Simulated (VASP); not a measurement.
# NaTe6P (Fm-3m) in VASP: further runs

Runs on NaTe6P. Level: r2SCAN. Tasks: single point.

Everything below comes from runs of VASP 6.6.1. Logs are shortened: lines on timing, memory, paths and dates and some standing lists are left out, and cuts for length are marked.

### Step 1. The cell of the first run

Symmetry: Fm-3m, No. 225, cubic system. Conventional cell: a = 10.008 Å, b = 10.008 Å, c = 10.008 Å, α = 90.00°, β = 90.00°, γ = 90.00°. Within 3.9 Å of Na (site symmetry m-3m) lie 6 Te at 2.97 Å. Te (site symmetry 4mm) has 1 P at 2.03 Å within 2.7 Å. P (site symmetry m-3m) has 6 Te at 2.03 Å within 2.7 Å.

### Step 2. Single point, r2SCAN

POSCAR

```
NaTe6P
1.0
    0.0000000000      5.0039190000      5.0039190000
    5.0039190000      0.0000000000      5.0039190000
    5.0039190000      5.0039190000      0.0000000000
Na Te P
1 6 1
Direct
    0.5000000000      0.5000000000      0.5000000000
    0.7971000000      0.2029000000      0.2029000000
    0.2029000000      0.7971000000      0.2029000000
    0.2029000000      0.7971000000      0.7971000000
    0.7971000000      0.2029000000      0.7971000000
    0.2029000000      0.2029000000      0.7971000000
    0.7971000000      0.7971000000      0.2029000000
    0.0000000000      0.0000000000      0.0000000000
```

INCAR.step1

```
SYSTEM = NaTe6P
  ALGO = Normal
  EDIFF = 1E-5
  ENCUT = 550
  GGA = PE
  GGA_COMPAT = .False.
  ISMEAR = 1
  LASPH = .True.
  LCHARG = .False.
  LREAL = .False.
  LWAVE = .True.
  NBANDS = 34
  NELM = 120
  PREC = Accurate
  SIGMA = 0.0873
```

INCAR.step2

```
SYSTEM = NaTe6P
  ALGO = Normal
  EDIFF = 1E-6
  ENCUT = 550
  GGA_COMPAT = .False.
  ISIF = 2
  ISMEAR = 1
  ISTART = 1
  LASPH = .True.
  LCHARG = .False.
  LMIXTAU = .True.
  LREAL = .False.
  LWAVE = .False.
  METAGGA = R2SCAN
  NBANDS = 34
  NELM = 120
  PREC = Accurate
  SIGMA = 0.0873
```

KPOINTS

```
k-points
0
Gamma
  3 3 3
  0 0 0
```

Potentials or basis: VASP PAW PBE potentials, release 64 (Na_pv, Te, P).

Run with:

```bash
> cat potpaw_PBE.64/Na_pv/POTCAR potpaw_PBE.64/Te/POTCAR potpaw_PBE.64/P/POTCAR > POTCAR
> cp INCAR.step1 INCAR
> mpirun -np 1 vasp_std > vasp.out
> cp INCAR.step2 INCAR
> mpirun -np 1 vasp_std > vasp.out
```

OUTCAR:

```text
SYSTEM = NaTe6P
   EDIFF = 1E-6
   ENCUT = 550
   ISIF = 2
   ISMEAR = 1
   ISTART = 1
   LASPH = .True.
   LREAL = .False.
   METAGGA = R2SCAN
   NELM = 120
   PREC = Accurate

 ion  position               nearest neighbor table
   1  0.500  0.500  0.500-   2 2.97   3 2.97   4 2.97   5 2.97   6 2.97   7 2.97
   2  0.797  0.203  0.203-   8 2.03   5 2.87   6 2.87   7 2.87   3 2.87   1 2.97
   3  0.203  0.797  0.203-   8 2.03   4 2.87   6 2.87   7 2.87   2 2.87   1 2.97
   4  0.203  0.797  0.797-   8 2.03   5 2.87   6 2.87   7 2.87   3 2.87   1 2.97
   5  0.797  0.203  0.797-   8 2.03   4 2.87   6 2.87   7 2.87   2 2.87   1 2.97
   6  0.203  0.203  0.797-   8 2.03   3 2.87   4 2.87   5 2.87   2 2.87   1 2.97
   7  0.797  0.797  0.203-   8 2.03   3 2.87   4 2.87   5 2.87   2 2.87   1 2.97
   8  0.000  0.000  0.000-   2 2.03   3 2.03   4 2.03   5 2.03   6 2.03   7 2.03

  LATTYP: Found a face centered cubic cell.
 ALAT       =    10.0078380000

  Lattice vectors:

 A1 = (   0.0000000000,   5.0039190000,   5.0039190000)
 A2 = (   5.0039190000,   0.0000000000,   5.0039190000)
 A3 = (   5.0039190000,   5.0039190000,   0.0000000000)

Analysis of symmetry for initial positions (statically):
=====================================================================
 Subroutine PRICEL returns:
 Original cell was already a primitive cell.

 Routine SETGRP: Setting up the symmetry group for a
 face centered cubic supercell.

 Subroutine GETGRP returns: Found 48 space group operations
 (whereof 48 operations were pure point group operations)
 out of a pool of 48 trial point group operations.

The static configuration has the point symmetry O_h .

Analysis of symmetry for dynamics (positions and initial velocities):
=====================================================================
 Subroutine PRICEL returns:
 Original cell was already a primitive cell.

 Routine SETGRP: Setting up the symmetry group for a
 face centered cubic supercell.

 Subroutine GETGRP returns: Found 48 space group operations
 (whereof 48 operations were pure point group operations)
 out of a pool of 48 trial point group operations.

The dynamic configuration has the point symmetry O_h .

 Subroutine INISYM returns: Found 48 space group operations
 (whereof 48 operations are pure point group operations),
 and found     1 'primitive' translations

----------------------------------------------------------------------------------------

                                     Primitive cell

  volume of cell :     250.5883

  direct lattice vectors                    reciprocal lattice vectors
     0.000000000  5.003919000  5.003919000    -0.099921681  0.099921681  0.099921681
     5.003919000  0.000000000  5.003919000     0.099921681 -0.099921681  0.099921681
     5.003919000  5.003919000  0.000000000     0.099921681  0.099921681 -0.099921681

  length of vectors
     7.076610115  7.076610115  7.076610115     0.173069429  0.173069429  0.173069429

  position of ions in fractional coordinates (direct lattice)
     0.500000000  0.500000000  0.500000000
     0.797100000  0.202900000  0.202900000
     0.202900000  0.797100000  0.202900000
     0.202900000  0.797100000  0.797100000
     0.797100000  0.202900000  0.797100000
     0.202900000  0.202900000  0.797100000
     0.797100000  0.797100000  0.202900000
     0.000000000  0.000000000  0.000000000

  ion indices of the primitive-cell ions
   primitive index   ion index
                 1           1
                 2           2
                 3           3
                 4           4
                 5           5
                 6           6
                 7           7
                 8           8

----------------------------------------------------------------------------------------

 KPOINTS: k-points

Automatic generation of k-mesh.
 Grid dimensions read from file:
 generate k-points for:    3    3    3

 Generating k-lattice:

  Cartesian coordinates                     Fractional coordinates (reciprocal lattice)
    -0.033307227  0.033307227  0.033307227     0.333333333  0.000000000  0.000000000
     0.033307227 -0.033307227  0.033307227     0.000000000  0.333333333  0.000000000
     0.033307227  0.033307227 -0.033307227     0.000000000  0.000000000  0.333333333

  Length of vectors
     0.057689810  0.057689810  0.057689810

  Shift w.r.t. Gamma in fractional coordinates (k-lattice)
     0.000000000  0.000000000  0.000000000

 Subroutine IBZKPT returns following result:
 ===========================================

 Found      4 irreducible k-points:

 Following reciprocal coordinates:
            Coordinates               Weight
  0.000000  0.000000  0.000000      1.000000
  0.333333  0.000000  0.000000      8.000000
  0.333333  0.333333  0.000000      6.000000
 -0.333333  0.333333  0.000000     12.000000
   k-points           NKPTS =      4   k-points in BZ     NKDIM =      4   number of bands    NBANDS=     34
   number of dos      NEDOS =    301   number of ions     NIONS =      8
   total plane-waves  NPLWV = 157464
   dimension x,y,z NGX =    54 NGY =   54 NGZ =   54
   dimension x,y,z NGXF=   108 NGYF=  108 NGZF=  108
   ions per type =               1   6   1
   NGX,Y,Z   is equivalent  to a cutoff of  12.69, 12.69, 12.69 a.u.
   NGXF,Y,Z  is equivalent  to a cutoff of  25.37, 25.37, 25.37 a.u.
 SYSTEM =  NaTe6P
   PREC   = accura    normal or accurate (medium, high low for compatibility)
   ISTART =      1    job   : 0-new  1-cont  2-samecut
   ICHARG =      0    charge: 1-file 2-atom 10-const
   ISPIN  =      1    spin polarized calculation?
   LNONCOLLINEAR =      F non collinear calculations
   LSORBIT =      F    spin-orbit coupling
   LASPH  =      T    aspherical Exc in radial PAW
   ENCUT  =  550.0 eV  40.42 Ry    6.36 a.u.  13.53 13.53 13.53*2*pi/ulx,y,z
   NELM   =    120;   NELMIN=  2; NELMDL=  0     # of ELM steps
   EDIFF  = 0.1E-05   stopping-criterion for ELM
   LREAL  =      F    real-space projection
   EDIFFG = 0.1E-04   stopping-criterion for IOM
   NSW    =      0    number of steps for IOM
   IBRION =     -1    ionic relax: 0-MD 1-quasi-New 2-CG
   NFREE  =      0    steps in history (QN), initial steepest desc. (CG)
   ISIF   =      2    stress and relaxation
   ISYM   =      2    0-nonsym 1-usesym 2-fastsym
   POTIM  = 0.5000    time-step for ionic-motion
   TEBEG  =    0.0;   TEEND  =   0.0 temperature during run
   PSTRESS=    0.0 pullay stress
   NELECT =      48.0000    total number of electrons
   NUPDOWN=      -1.0000    fix difference up-down
   EMIN   =  10.00;   EMAX   =-10.00  energy-range for DOS
   EFERMI =   0.00;   METHOD = LEGACY
   ISMEAR =     1;   SIGMA  =   0.09  broadening in eV -4-tet -1-fermi 0-gaus
   EFERMI_NEDOS =   21; number of points for ismear=-14 and -15
   IALGO  =     38    algorithm
   IMIX   =      4    mixing-type and parameters
     AMIX     =   0.40;   BMIX     =  1.00
     AMIX_MAG =   1.60;   BMIX_MAG =  1.00
  volume/ion in A,a.u.               =      31.32       211.38
  Fermi-wavevector in a.u.,A,eV,Ry     =   0.943702  1.783339 12.116993  0.890574
  Thomas-Fermi vector in A             =   2.071435
   LORBIT       =      0    0 simple, 1 ext, 2 COOP (PROOUT), +10 PAW based schemes
   METAGGA = R2SCAN    functional components
   LHFCALC =     F    Hartree Fock is set to
   AEXX    =    0.0000 exact exchange contribution
   IVDW    =     0    specifies the selected vdW correction
   LEPSILON=     F    determine dielectric tensor
   LRPA    =     F    only Hartree local field effects (RPA)
 non-spin polarized calculation
 Methfessel and Paxton  Order N= 1 SIGMA  =   0.09
  energy-cutoff  :      550.00
  volume of cell :      250.59
 maximum number of plane-waves:      7391
 NGX is ok and might be reduce to    54
   NGX = 27   NGY = 27   NGZ = 27

 number of electron      48.0000007 magnetization

 Free energy of the ion-electron system (eV)
  ---------------------------------------------------
  ext. energy  EPLUGINS =         0.00000000
  ---------------------------------------------------
  free energy    TOTEN  =      -145.08038167 eV

  energy without entropy =     -145.08608264  energy(sigma->0) =     -145.08228199

 E-fermi :   4.4629     XC(G=0):  -8.7938

 val. band max:        4.3980944457   @ k =   0.3333   0.0000   0.0000
 cond. band min:       5.1765459816   @ k =   0.0000   0.0000   0.0000
 fundamental gap:      0.7784515359
 Fermi energy:         4.4629214502

 k-point     1 :       0.0000    0.0000    0.0000
  band No.  band energies     occupation
      1     -20.6811      2.00000
      2     -20.6811      2.00000
      3     -20.6811      2.00000
      4     -15.4874      2.00000
      5      -9.5745      2.00000
      6      -9.5745      2.00000
[... 26 lines left out ...]
     33       9.5454      0.00000
     34      10.8532      0.00000

 k-point     2 :       0.3333    0.0000    0.0000
  band No.  band energies     occupation
      1     -20.6812      2.00000
      2     -20.6811      2.00000
      3     -20.6811      2.00000
      4     -15.4792      2.00000
      5      -9.6603      2.00000
      6      -9.5763      2.00000
[... 26 lines left out ...]
     33       9.4837      0.00000
     34      10.9921      0.00000

 k-point     3 :       0.3333    0.3333    0.0000
  band No.  band energies     occupation
      1     -20.6811      2.00000
      2     -20.6811      2.00000
      3     -20.6811      2.00000
      4     -15.4767      2.00000
      5      -9.6334      2.00000
      6      -9.6008      2.00000
[... 26 lines left out ...]
     33      10.3930      0.00000
     34      10.6859      0.00000

 k-point     4 :      -0.3333    0.3333    0.0000
  band No.  band energies     occupation
      1     -20.6811      2.00000
      2     -20.6811      2.00000
      3     -20.6811      2.00000
      4     -15.4739      2.00000
      5      -9.6460      2.00000
      6      -9.6295      2.00000
[... 26 lines left out ...]
     33      10.6901      0.00000
     34      10.8961      0.00000

------------------------ aborting loop because EDIFF is reached ----------------------------------------

  FORCE on cell =-STRESS in cart. coord.  units (eV):
  Direction    XX          YY          ZZ          XY          YZ          ZX
  --------------------------------------------------------------------------------------
  -------------------------------------------------------------------------------------
  Total       66.8356576     66.8356576     66.8356576      0.0000000      0.0000000     -0.0000000
  in kB      427.3247026    427.3247026    427.3247026      0.0000000      0.0000000     -0.0000000
  external PRESSURE =     427.3247026 kB  Pullay stress =       0.0000000 kB

 VOLUME and BASIS-vectors are now :
 -----------------------------------------------------------------------------
  energy-cutoff  :      550.00
  volume of cell :      250.59
      direct lattice vectors                 reciprocal lattice vectors
     0.000000000  5.003919000  5.003919000    -0.099921681  0.099921681  0.099921681
     5.003919000  0.000000000  5.003919000     0.099921681 -0.099921681  0.099921681
     5.003919000  5.003919000  0.000000000     0.099921681  0.099921681 -0.099921681

 POSITION                                       TOTAL-FORCE (eV/Angst)
 -----------------------------------------------------------------------------------
      5.00392      5.00392      5.00392         0.000000     -0.000000      0.000000
      2.03059      5.00392      5.00392        15.216369     -0.000000      0.000000
      5.00392      2.03059      5.00392         0.000000     15.216369      0.000000
      7.97725      5.00392      5.00392       -15.216369     -0.000000      0.000000
      5.00392      7.97725      5.00392         0.000000    -15.216369      0.000000
      5.00392      5.00392      2.03059         0.000000     -0.000000     15.216369
      5.00392      5.00392      7.97725         0.000000     -0.000000    -15.216369
      0.00000      0.00000      0.00000         0.000000     -0.000000      0.000000
 -----------------------------------------------------------------------------------
    total drift:                               -0.000000      0.000000      0.000000

  FREE ENERGIE OF THE ION-ELECTRON SYSTEM (eV)
  ---------------------------------------------------
  free  energy   TOTEN  =      -145.0803816658 eV

  energy  without entropy=     -145.0860826380  energy(sigma->0) =     -145.08228199
```

It took 6.7 min on 1 thread of Intel Xeon 8259CL, shared host; peak memory 0.44 GiB.

What came out:

```
Free energy            : -145.0804 eV
Pressure               : 42.7 GPa
Largest force          : 15.216 eV/Å
Band gap on the k mesh : 0.78 eV (least direct gap 1.01 eV)
```

Forces in eV/Å, atoms in the order of the input:
```
Na    0.000   0.000   0.000
Te   15.216   0.000   0.000
Te    0.000  15.216   0.000
Te  -15.216   0.000   0.000
Te    0.000 -15.216   0.000
Te    0.000   0.000  15.216
Te    0.000   0.000 -15.216
P     0.000   0.000   0.000
```

Caveat: the cell stands under pressure; the PAW data sets were made with another functional, which shifts forces and pressure a little; spin-orbit coupling is left out, which moves the levels of the heavy elements; an odd mesh through Γ misses points on the zone boundary, where band edges can lie.

(Part 1 of 2 ends here.)
